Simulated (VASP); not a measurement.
Set up this calculation in VASP 6.6.1, as the native input.

```
Task                   : single point
Functional             : PBE
Dispersion             : D3(BJ)
Potentials or basis    : VASP PAW PBE potentials, release 64 (Cl)
Cutoff                 : 520 eV
k mesh                 : 1 × 1 × 1
Occupations            : fermi-dirac, width 0.02 eV
Spin                   : no spin polarisation
Dipole correction      : no
Further INCAR settings : ALGO = Normal; EDIFF = 1e-07; NBANDS = 54
```

The structure of Cl lies in POSCAR:

```
Cl
1.0
    7.6630940000      0.0000000000      0.0000000000
    0.0000000000      7.6630940000      0.0000000000
    0.0000000000      0.0000000000      7.6630940000
Cl
12
Direct
    0.4664173505      0.3377617448      0.2261488636
    0.2958335106      0.3438558890      0.0121882884
    0.6144385023      0.6056691984      0.6341172378
    0.4611453285      0.7280610156      0.4598925708
    0.8639330276      0.3261606865      0.9577202107
    1.0245861528      0.3841398787      0.7636863126
    0.0407537739      0.9017767497      0.6687638179
    0.0204617091      0.9129341230      0.3870368809
    0.6542657574     -0.0548994962      1.0143944469
    0.6264440969      0.0063420858      0.7654871518
    0.0218449624      0.9072445151     -0.0026360110
    0.3001137661      0.9083928763      0.0285785350
```

The input as run:

INCAR

```
SYSTEM = Cl
PREC = Accurate ; ENCUT = 520
EDIFF = 1E-7 ; ISMEAR = -1
SIGMA = 0.02 ; LREAL = .FALSE.
LASPH = .TRUE. ; NELM = 100
ALGO = Normal ; ISIF = 2
LWAVE = .FALSE. ; LCHARG = .FALSE.
GGA = PE ; IVDW = 12
NBANDS = 54
```

KPOINTS

```
Automatic mesh
0
G
  1 1 1
  0 0 0
```

Potentials or basis: VASP PAW PBE potentials, release 64 (Cl).

Command:

```sh
$ cat potpaw_PBE.64/Cl/POTCAR > POTCAR
$ mpirun -np 1 vasp_gam > vasp.out
```

Results of the run:

* Pressure: -0.8 GPa
* Largest force: 1.216 eV/Å
* Dispersion energy per atom: -0.114 eV

Caveat: the k points lie up to 0.82 Å⁻¹ apart, too coarse for converged energies, forces and pressures.

It took 46 s on 1 thread of Intel(R) Xeon(R) Platinum 8259CL CPU @ 2.50GHz (Skylake/Cascade Lake), with other jobs on the host, peak memory 0.44 GiB.
